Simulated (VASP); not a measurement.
C, 8 atoms in the cell. The typed cell holds 8 atoms: a = 2.518 Å, b = 2.518 Å, c = 8.305 Å, α = 90.00°, β = 90.00°, γ = 120.00°.  This cell differs from its parent crystal: atom 1 (C) moved +0.037 Å towards its neighbour atom 1 (C) at 2.518 Å.

- Program: VASP 6.6.1
- Task: single point
- Functional: PBE
- Potentials or basis: VASP PAW PBE potentials, release 64 (C)
- Cutoff: 520 eV
- k mesh: 12 × 12 × 4
- Occupations: gaussian, width 0.05 eV
- Spin: no spin polarisation
- Dipole correction: no
- Further INCAR settings: ALGO = Normal; EDIFF = 1e-06; NBANDS = 26

Potentials or basis: VASP PAW PBE potentials, release 64 (C).

Run with:

```console
$ cat potpaw_PBE.64/C/POTCAR > POTCAR
$ mpirun -np 1 vasp_std > vasp.out
```

Hardware: 1 thread of Intel Xeon 6975P-C, on a shared host.

Q: How long does it take, and how much memory?

A: It took 3.8 min on 1 thread of Intel Xeon 6975P-C (shared host), peak memory 0.33 GiB. Counts: scf iterations 12, k points 292.
